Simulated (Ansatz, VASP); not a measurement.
## TiSnTe3: VASP beside Ansatz

```
CELL_PARAMETERS angstrom
5.34710 0.00000 0.00000
0.00000 5.34710 0.00000
0.00000 0.00000 5.34710
ATOMIC_POSITIONS crystal
Ti 0.50000 0.50000 0.50000
Sn 0.00000 0.00000 0.00000
Te 0.50000 0.50000 0.00000
Te 0.00000 0.50000 0.50000
Te 0.50000 0.00000 0.50000
```

Change from the starting cell: species swapped into the Pr3InN type (Pm-3m, No. 221).

Alike in both runs: task relaxation of cell and atoms; functional PBE; k mesh 8 × 8 × 8; occupations gaussian, width 0.1 eV; no spin polarisation.

```csv
,VASP,Ansatz
version,VASP 6.6.1,Ansatz 0.2.0
potentials or method,"VASP PAW PBE potentials, release 64 (Ti_sv, Sn_d, Te), cutoff 600 eV","scalar-relativistic, plane waves, PAW"
valence electrons in the cell,44,74
```

|  | VASP | Ansatz | Ansatz less VASP |
| --- | --- | --- | --- |
| gap on the k mesh at the Fermi level, each at its own relaxed structure (eV) | none | none | - |
| relaxed volume (Å³/atom) | 31.06 | 31.08 | +0.030 |
| relaxed length of the cell vector where the two differ most in proportion (Å) | 5.375 | 5.377 | +0.0017 |

A gap of «none» marks a metal or a gap that the smearing closes. VASP's potentials hold 44 valence electrons a cell and Ansatz's 74, so a difference there can come from the potentials and not from the codes.

Spin-orbit coupling is off throughout.
